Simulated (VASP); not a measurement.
# HfBi3O (Pm-3m) in VASP: notebook, part 2 of 2

VASP 6.6.1. Earlier steps stand in the parts before.

**3. Single point, PBE**

This run uses another cell than the first one, of 23.76 Å³/atom.

INCAR reads:

```
SYSTEM = HfBi3O
PREC = Accurate ; ENCUT = 520
EDIFF = 1E-6 ; ISMEAR = 0
SIGMA = 0.1 ; LREAL = .False.
LASPH = .True. ; NELM = 80
ALGO = Normal ; ISIF = 2
LWAVE = .False. ; LCHARG = .True.
GGA = PE ; LELF = .True.
LVHAR = .True. ; NBANDS = 38
```

KPOINTS reads:

```
Automatic mesh
0
Gamma
  8 8 8
  0 0 0
```

POSCAR reads:

```
HfBi3O
1.0
    4.9160228878      0.0000000000      0.0000000000
    0.0000000000      4.9160228878      0.0000000000
    0.0000000000      0.0000000000      4.9160228878
Hf Bi O
1 3 1
Direct
    0.0000000000      0.0000000000      0.0000000000
    0.5000000000      0.0000000000      0.5000000000
    0.5000000000      0.5000000000      0.0000000000
    0.0000000000      0.5000000000      0.5000000000
    0.5000000000      0.5000000000      0.5000000000
```

Potentials or basis: VASP PAW PBE potentials, release 64 (Hf_pv, Bi_d, O).

On the command line:

```bash
$ cat potpaw_PBE.64/Hf_pv/POTCAR potpaw_PBE.64/Bi_d/POTCAR potpaw_PBE.64/O/POTCAR > POTCAR
$ mpirun -np 1 vasp_std > vasp.out
```

OUTCAR:

```text
SYSTEM = HfBi3O
   PREC = Accurate
   ENCUT = 520
   EDIFF = 1E-6
   ISMEAR = 0
   LREAL = .False.
   LASPH = .True.
   NELM = 80
   ISIF = 2
   GGA = PE

 ion  position               nearest neighbor table
   1  0.000  0.000  0.000-   2 3.48   3 3.48   4 3.48   2 3.48   4 3.48   3 3.48   4 3.48   4 3.48
                             2 3.48   3 3.48   2 3.48   3 3.48
   2  0.500  0.000  0.500-   5 2.46   5 2.46   4 3.48   1 3.48   1 3.48   3 3.48   3 3.48   4 3.48
                             3 3.48   3 3.48   1 3.48   4 3.48   1 3.48   4 3.48
   3  0.500  0.500  0.000-   5 2.46   5 2.46   4 3.48   1 3.48   2 3.48   4 3.48   2 3.48   1 3.48
                             2 3.48   2 3.48   1 3.48   4 3.48   4 3.48   1 3.48
   4  0.000  0.500  0.500-   5 2.46   5 2.46   3 3.48   1 3.48   1 3.48   3 3.48   1 3.48   2 3.48
                             1 3.48   2 3.48   3 3.48   2 3.48   3 3.48   2 3.48
   5  0.500  0.500  0.500-   2 2.46   3 2.46   4 2.46   3 2.46   2 2.46   4 2.46

  LATTYP: Found a simple cubic cell.
 ALAT       =     4.9160228878

  Lattice vectors:

 A1 = (   4.9160228878,   0.0000000000,   0.0000000000)
 A2 = (   0.0000000000,   4.9160228878,   0.0000000000)
 A3 = (   0.0000000000,   0.0000000000,   4.9160228878)

Analysis of symmetry for initial positions (statically):
=====================================================================
 Subroutine PRICEL returns:
 Original cell was already a primitive cell.

 Routine SETGRP: Setting up the symmetry group for a
 simple cubic supercell.

 Subroutine GETGRP returns: Found 48 space group operations
 (whereof 48 operations were pure point group operations)
 out of a pool of 48 trial point group operations.

The static configuration has the point symmetry O_h .

Analysis of symmetry for dynamics (positions and initial velocities):
=====================================================================
 Subroutine PRICEL returns:
 Original cell was already a primitive cell.

 Routine SETGRP: Setting up the symmetry group for a
 simple cubic supercell.

 Subroutine GETGRP returns: Found 48 space group operations
 (whereof 48 operations were pure point group operations)
 out of a pool of 48 trial point group operations.

The dynamic configuration has the point symmetry O_h .

 Subroutine INISYM returns: Found 48 space group operations
 (whereof 48 operations are pure point group operations),
 and found     1 'primitive' translations

----------------------------------------------------------------------------------------

                                     Primitive cell

  volume of cell :     118.8069

  direct lattice vectors                    reciprocal lattice vectors
     4.916022888  0.000000000  0.000000000     0.203416465  0.000000000  0.000000000
     0.000000000  4.916022888  0.000000000     0.000000000  0.203416465  0.000000000
     0.000000000  0.000000000  4.916022888     0.000000000  0.000000000  0.203416465

  length of vectors
     4.916022888  4.916022888  4.916022888     0.203416465  0.203416465  0.203416465

  position of ions in fractional coordinates (direct lattice)
     0.000000000  0.000000000  0.000000000
     0.500000000  0.000000000  0.500000000
[... 35 lines left out ...]

 Found     35 irreducible k-points:

 Following reciprocal coordinates:
            Coordinates               Weight
  0.000000  0.000000  0.000000      1.000000
  0.125000  0.000000  0.000000      6.000000
  0.250000  0.000000  0.000000      6.000000
  0.375000  0.000000  0.000000      6.000000
  0.500000  0.000000  0.000000      3.000000
  0.125000  0.125000  0.000000     12.000000
[... 16 lines left out ...]
  0.375000  0.375000  0.125000     24.000000
  0.500000  0.375000  0.125000     24.000000
 [... further k-points ...]
   k-points           NKPTS =     35   k-points in BZ     NKDIM =     35   number of bands    NBANDS=     38
   number of dos      NEDOS =    301   number of ions     NIONS =      5
   total plane-waves  NPLWV =  64000
   dimension x,y,z NGX =    40 NGY =   40 NGZ =   40
   dimension x,y,z NGXF=    80 NGYF=   80 NGZF=   80
   ions per type =               1   3   1
   NGX,Y,Z   is equivalent  to a cutoff of  13.53, 13.53, 13.53 a.u.
   NGXF,Y,Z  is equivalent  to a cutoff of  27.05, 27.05, 27.05 a.u.
 SYSTEM =  HfBi3O
   PREC   = accura    normal or accurate (medium, high low for compatibility)
   ISTART =      0    job   : 0-new  1-cont  2-samecut
   ICHARG =      2    charge: 1-file 2-atom 10-const
   ISPIN  =      1    spin polarized calculation?
   LNONCOLLINEAR =      F non collinear calculations
   LSORBIT =      F    spin-orbit coupling
   LASPH  =      T    aspherical Exc in radial PAW
   ENCUT  =  520.0 eV  38.22 Ry    6.18 a.u.   9.14  9.14  9.14*2*pi/ulx,y,z
   NELM   =     80;   NELMIN=  2; NELMDL= -5     # of ELM steps
   EDIFF  = 0.1E-05   stopping-criterion for ELM
   LREAL  =      F    real-space projection
   EDIFFG = 0.1E-04   stopping-criterion for IOM
   NSW    =      0    number of steps for IOM
   IBRION =     -1    ionic relax: 0-MD 1-quasi-New 2-CG
   NFREE  =      0    steps in history (QN), initial steepest desc. (CG)
   ISIF   =      2    stress and relaxation
   ISYM   =      2    0-nonsym 1-usesym 2-fastsym
   POTIM  = 0.5000    time-step for ionic-motion
   TEBEG  =    0.0;   TEEND  =   0.0 temperature during run
   PSTRESS=    0.0 pullay stress
   NELECT =      61.0000    total number of electrons
   NUPDOWN=      -1.0000    fix difference up-down
   EMIN   =  10.00;   EMAX   =-10.00  energy-range for DOS
   EFERMI =   0.00;   METHOD = LEGACY
   ISMEAR =     0;   SIGMA  =   0.10  broadening in eV -4-tet -1-fermi 0-gaus
   EFERMI_NEDOS =   21; number of points for ismear=-14 and -15
   IALGO  =     38    algorithm
   IMIX   =      4    mixing-type and parameters
     AMIX     =   0.40;   BMIX     =  1.00
     AMIX_MAG =   1.60;   BMIX_MAG =  1.00
  volume/ion in A,a.u.               =      23.76       160.35
  Fermi-wavevector in a.u.,A,eV,Ry     =   1.310904  2.477249 23.381193  1.718469
  Thomas-Fermi vector in A             =   2.441402
   LORBIT       =      0    0 simple, 1 ext, 2 COOP (PROOUT), +10 PAW based schemes
   GGA     = PE    functional components
   LHFCALC =     F    Hartree Fock is set to
   AEXX    =    0.0000 exact exchange contribution
   IVDW    =     0    specifies the selected vdW correction
   LEPSILON=     F    determine dielectric tensor
   LRPA    =     F    only Hartree local field effects (RPA)
 non-spin polarized calculation
 Gauss-broadening in eV      SIGMA  =   0.10
  energy-cutoff  :      520.00
  volume of cell :      118.81
 maximum number of plane-waves:      3228
 NGX is ok and might be reduce to    40
   NGX = 19   NGY = 19   NGZ = 19

 number of electron      60.9999972 magnetization

 Free energy of the ion-electron system (eV)
  ---------------------------------------------------
  ext. energy  EPLUGINS =         0.00000000
  ---------------------------------------------------
  free energy    TOTEN  =       -26.99210470 eV

  energy without entropy =      -26.97538106  energy(sigma->0) =      -26.98374288

 E-fermi :   7.9391     XC(G=0): -10.7503

 val. band max:        7.9208433842   @ k =   0.5000   0.3750   0.1250
 cond. band min:       7.9605849652   @ k =   0.5000   0.3750   0.0000
 fundamental gap:      0.0397415810
 Fermi energy:         7.9391132744

 k-point     1 :       0.0000    0.0000    0.0000
  band No.  band energies     occupation
      1     -24.3448      2.00000
      2     -24.3448      2.00000
      3     -24.3448      2.00000
      4     -15.6016      2.00000
      5     -15.3086      2.00000
      6     -15.3086      2.00000
[... 973 lines left out ...]
     37      11.2069      0.00000
     38      11.2407      0.00000

 [... further k-points ...]

------------------------ aborting loop because EDIFF is reached ----------------------------------------

  FORCE on cell =-STRESS in cart. coord.  units (eV):
  Direction    XX          YY          ZZ          XY          YZ          ZX
  --------------------------------------------------------------------------------------
  -------------------------------------------------------------------------------------
  Total       -0.1448557     -0.1448557     -0.1448557     -0.0000000      0.0000000      0.0000000
  in kB       -1.9534593     -1.9534593     -1.9534593     -0.0000000      0.0000000      0.0000000
  external PRESSURE =      -1.9534593 kB  Pullay stress =       0.0000000 kB

 VOLUME and BASIS-vectors are now :
 -----------------------------------------------------------------------------
  energy-cutoff  :      520.00
  volume of cell :      118.81
      direct lattice vectors                 reciprocal lattice vectors
     4.916022888  0.000000000  0.000000000     0.203416465  0.000000000  0.000000000
     0.000000000  4.916022888  0.000000000     0.000000000  0.203416465  0.000000000
     0.000000000  0.000000000  4.916022888     0.000000000  0.000000000  0.203416465

 POSITION                                       TOTAL-FORCE (eV/Angst)
 -----------------------------------------------------------------------------------
      0.00000      0.00000      0.00000         0.000000      0.000000      0.000000
      2.45801      0.00000      2.45801         0.000000      0.000000      0.000000
      2.45801      2.45801      0.00000         0.000000      0.000000      0.000000
      0.00000      2.45801      2.45801         0.000000      0.000000      0.000000
      2.45801      2.45801      2.45801         0.000000      0.000000      0.000000
 -----------------------------------------------------------------------------------
    total drift:                                0.000000     -0.000000     -0.000000

  FREE ENERGIE OF THE ION-ELECTRON SYSTEM (eV)
  ---------------------------------------------------
  free  energy   TOTEN  =       -26.9921047021 eV

  energy  without entropy=      -26.9753810560  energy(sigma->0) =      -26.98374288
```

OSZICAR:

```text
N       E                     dE             d eps       ncg     rms          rms(c)
DAV:   1     0.717062038894E+03    0.71706E+03   -0.31315E+04  2660   0.192E+03
DAV:   2     0.651300751726E+02   -0.65193E+03   -0.63481E+03  2666   0.551E+02
DAV:   3    -0.250668698188E+02   -0.90197E+02   -0.87248E+02  3248   0.200E+02
DAV:   4    -0.299779413936E+02   -0.49111E+01   -0.48482E+01  3078   0.459E+01
DAV:   5    -0.302109136024E+02   -0.23297E+00   -0.23258E+00  3632   0.977E+00    0.223E+01
DAV:   6    -0.271657543116E+02    0.30452E+01   -0.18827E+01  3502   0.245E+01    0.186E+01
DAV:   7    -0.270114495287E+02    0.15430E+00   -0.51859E+00  3084   0.850E+00    0.130E+01
DAV:   8    -0.271979580212E+02   -0.18651E+00   -0.22953E+00  3268   0.652E+00    0.301E+00
DAV:   9    -0.270155801353E+02    0.18238E+00   -0.33740E-01  3254   0.343E+00    0.190E+00
DAV:  10    -0.269934140013E+02    0.22166E-01   -0.33288E-01  3122   0.212E+00    0.615E-01
DAV:  11    -0.269920227441E+02    0.13913E-02   -0.30687E-02  3366   0.102E+00    0.135E-01
DAV:  12    -0.269920962316E+02   -0.73487E-04   -0.23018E-03  3000   0.292E-01    0.307E-02
DAV:  13    -0.269921030514E+02   -0.68198E-05   -0.22297E-04  3226   0.844E-02    0.246E-02
DAV:  14    -0.269921042989E+02   -0.12475E-05   -0.22085E-05  3286   0.255E-02    0.486E-03
DAV:  15    -0.269921047021E+02   -0.40320E-06   -0.24336E-06  2508   0.921E-03
   1 F= -.26992105E+02 E0= -.26983743E+02  d E =-.167236E-01
```

Wall time 5.8 min (1 thread of AMD EPYC 7R13, shared host); peak memory 0.29 GiB.

Results:

```yaml
Free_energy: -26.9921 eV
Pressure: -0.2 GPa
Band_gap_on_the_k_mesh: zero (an odd number of electrons rules out a gap without spin polarisation)
```

Caveat: spin-orbit coupling is left out, which moves the levels of the heavy elements; an odd number of electrons without spin polarisation forces a metal; a magnetic or distorted state may lie lower.

**4. Relaxation of cell and atoms, PBE**

INCAR reads:

```
SYSTEM = HfBi3O
PREC     = Accurate       ! precision mode
ENCUT    = 600            ! plane-wave cutoff, eV
EDIFF    = 1E-7           ! SCF threshold, eV
ISMEAR   = 0              ! smearing method
SIGMA    = 0.1            ! smearing width, eV
LREAL    = .FALSE.        ! projectors in reciprocal space
LASPH    = .TRUE.         ! aspherical terms in the spheres
NELM     = 100            ! most SCF steps
ALGO     = Normal         ! electronic algorithm
ISIF     = 3              ! what is computed and relaxed
LWAVE    = .FALSE.        ! write WAVECAR
LCHARG   = .FALSE.        ! write CHGCAR
GGA      = PE             ! functional
IBRION   = 2              ! ionic algorithm
NSW      = 100            ! ionic steps
EDIFFG   = -0.01          ! ionic threshold
```

KPOINTS reads:

```
Automatic mesh
0
G
  8 8 8
  0 0 0
```

Changes to POSCAR since step 3:

```diff
@@ -2,5 +2,5 @@
 1.0
-    4.9160228878      0.0000000000      0.0000000000
-    0.0000000000      4.9160228878      0.0000000000
-    0.0000000000      0.0000000000      4.9160228878
+    4.9859557300      0.0000000000      0.0000000000
+    0.0000000000      4.9859557300      0.0000000000
+    0.0000000000      0.0000000000      4.9859557300
 Hf Bi O
```

On the command line:

```bash
$ cat potpaw_PBE.64/Hf_pv/POTCAR potpaw_PBE.64/Bi_d/POTCAR potpaw_PBE.64/O/POTCAR > POTCAR
$ mpirun -np 1 vasp_std > vasp.out
```

Run time: 14 min. Hardware: 1 thread of AMD EPYC 7R13, shared host; peak memory 0.35 GiB.

It converged, with:

- Free energy: -26.9965 eV
- Relaxed volume: 23.72 Å³/atom
- Relaxed cell: a = 4.913 Å, b = 4.913 Å, c = 4.913 Å, α = 90.00°, β = 90.00°, γ = 90.00°
- Space group after relaxing (to 0.1 Å): Pm-3m (No. 221)
- Energy gained by relaxing: 11.3 meV/atom
- Ionic steps: 3
- Pressure after relaxing: 0.0 GPa
- Band gap on the k mesh: zero (an odd number of electrons rules out a gap without spin polarisation)

Step by step:
| step | energy change (eV) | largest force (eV/Å) | pressure (GPa) | volume (Å³) |
| --- | --- | --- | --- | --- |
| 1 | 0.0000 | 0.0000 | -3.23 | 123.95 |
| 2 | -0.0310 | 0.0000 | 2.47 | 115.20 |
| 3 | -0.0564 | 0.0000 | -0.01 | 118.59 |

Final structure:
```yaml
crystal:
  lattice:
    - [4.91298, 0.00000, 0.00000]
    - [0.00000, 4.91298, 0.00000]
    - [0.00000, 0.00000, 4.91298]
  atoms:
    - { symbol: Hf, position: [0.00000, 0.00000, 0.00000] }
    - { symbol: Bi, position: [0.50000, 0.00000, 0.50000] }
    - { symbol: Bi, position: [0.50000, 0.50000, 0.00000] }
    - { symbol: Bi, position: [0.00000, 0.50000, 0.50000] }
    - { symbol: O, position: [0.50000, 0.50000, 0.50000] }
```

Levels at points of the mesh, in eV from the Fermi level:
```csv
k point,band 28,band 29,band 30,band 31,band 32,band 33,band 34,band 35
"(0.00, 0.00, 0.00)",-1.58,-0.15,0.18,0.18,0.30,0.30,0.30,0.33
"(0.50, 0.00, 0.00)",-1.83,-1.83,-1.64,-1.64,0.37,1.00,1.03,3.29
"(0.50, 0.50, 0.00)",-2.39,-1.57,-1.57,-0.69,0.15,0.52,1.64,2.97
"(0.50, 0.50, 0.50)",-3.02,-2.14,-1.65,1.06,1.06,1.22,1.22,1.22
```

Caveat: spin-orbit coupling is left out, which moves the levels of the heavy elements; an odd number of electrons without spin polarisation forces a metal; a magnetic or distorted state may lie lower.

**5. The runs side by side**

```csv
task,cell,k mesh,cutoff (eV),gap on the mesh (eV),pressure (GPa)
single point,"a = 4.986 Å, 5 atoms",4 × 4 × 4,520,none,-3.3
single point,"a = 4.916 Å, 5 atoms",8 × 8 × 8,520,none,-0.2
relaxation of cell and atoms,"relaxed from a = 4.986 Å, 5 atoms",8 × 8 × 8,600,none,0.0
```

Alike in all rows: level PBE; potentials or basis VASP PAW PBE potentials, release 64 (Hf_pv, Bi_d, O); no spin polarisation; smearing gaussian 0.1 eV.

Caveats: spin-orbit coupling is left out, which moves the levels of the heavy elements; an odd number of electrons without spin polarisation forces a metal; a magnetic or distorted state may lie lower; the cell stands under tension (at least some runs).

Total energies depend on the potentials used, so only differences within one code and one set of settings carry meaning.
